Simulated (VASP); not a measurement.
Write the native input for VASP 6.6.1 that does the following.

```
Task                   : single point
Functional             : PBE
Dispersion             : D3(BJ)
Potentials or basis    : VASP PAW PBE potentials, release 64 (Be, Li_sv)
Cutoff                 : 520 eV
k mesh                 : 4 × 4 × 3
Occupations            : gaussian, width 0.1 eV
Spin                   : no spin polarisation
Dipole correction      : no
Further INCAR settings : LREAL = Auto; ALGO = Normal; EDIFF = 1e-06; NBANDS = 32
```

The structure of LiBe16 (a cell with a defect) lies in POSCAR:

```
LiBe16
1.0
   -2.2900000000     -3.9663960000      0.0000000000
    3.4350000000     -1.9831980000      0.0000000000
    0.0000000000      0.0000000000      7.1768600000
Be Li
16 1
Direct
    0.7533649606      0.4640526229      0.0090117405
    0.5020062768      0.3137645921      0.2569602863
    0.7606083088      0.4792649279      0.4967669705
    0.4039513318      0.2199104948      0.7693973409
    0.5079876957     -0.0268905900      0.0137450083
    0.2516984373      0.8246076918      0.2516404110
    0.4964740796     -0.0172362031      0.5017375287
    0.1695049008      0.8335453341      0.7382143444
    0.2578102395      0.4997168700      0.0087061751
    0.0028612847      0.3336263004      0.2492329515
    0.2580885104      0.5003553679      0.4983163946
    0.0156813084      0.3957429975      0.7510121418
    0.0165250426      0.0030239731     -0.0019957196
    0.7517320189      0.8230696720      0.2522943181
    0.0057890834      0.0127991269      0.4884091371
    0.7753370266      1.0336695170      0.7437759689
    0.5689914054      0.6403514755      0.7558238561
```

These files were run (other wordings do the same):

INCAR

```
PREC = Accurate ; ENCUT = 520
EDIFF = 1E-6 ; ISMEAR = 0
SIGMA = 0.1 ; LREAL = Auto
LASPH = T ; NELM = 100
ALGO = Normal ; ISIF = 2
LWAVE = F ; LCHARG = T
GGA = PE ; IVDW = 12
LELF = T ; LVHAR = T
NBANDS = 32
```

KPOINTS

```
Automatic mesh
0
Gamma
  4 4 3
```

Potentials or basis: VASP PAW PBE potentials, release 64 (Be, Li_sv).

Command:

```sh
$ cat potpaw_PBE.64/Be/POTCAR potpaw_PBE.64/Li_sv/POTCAR > POTCAR
$ mpirun -np 1 vasp_std > vasp.out
```

It gave:

The largest force is 0.199 eV/Å and the dispersion energy per atom is -0.370 eV.

Caveat: the k points lie up to 0.40 Å⁻¹ apart.

Wall time 3.2 min on 1 thread of Intel(R) Xeon(R) Platinum 8375C CPU @ 2.90GHz (Ice Lake) (shared host), peak memory 0.26 GiB.
